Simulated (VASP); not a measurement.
A run of VASP 6.6.1:

INCAR

```
PREC = Accurate
ENCUT = 500
EDIFF = 1E-7
ISMEAR = 0
SIGMA = 0.1
LREAL = F
LASPH = T
NELM = 120
ALGO = Normal
ISIF = 3
LWAVE = F
LCHARG = F
GGA = PE
IBRION = 2
NSW = 90
EDIFFG = -0.04
GGA_COMPAT = F
NELMIN = 4
```

KPOINTS

```
regular mesh
0
Gamma
  4 4 4
```

POSCAR

```
InW4
1.0
    4.8436649200      0.0000000000      0.0000000000
    0.0000000000      4.8436649200      0.0000000000
    0.0000000000      0.0000000000      4.8436649200
In W
1 4
Direct
    0.5000000000      0.5000000000      0.5000000000
    0.5000000000      0.0000000000      0.0000000000
    0.0000000000      0.5000000000      0.0000000000
    0.0000000000      0.0000000000      0.5000000000
    0.0000000000      0.0000000000      0.0000000000
```

Potentials or basis: VASP PAW PBE potentials, release 64 (In_d, W_sv).

Run with:

```sh
$ cat potpaw_PBE.64/In_d/POTCAR potpaw_PBE.64/W_sv/POTCAR > POTCAR
$ mpirun -np 1 vasp_std > vasp.out
```

Hardware: 1 thread of Intel Xeon 8259CL, with other jobs on the host.

Problem. Estimate the wall time of this run.

Solution. Wall time 2.2 min on 1 thread of Intel Xeon 8259CL, with other jobs on the host, peak memory 0.23 GiB. Counts: scf iterations 38, k points 10, ion steps 3.
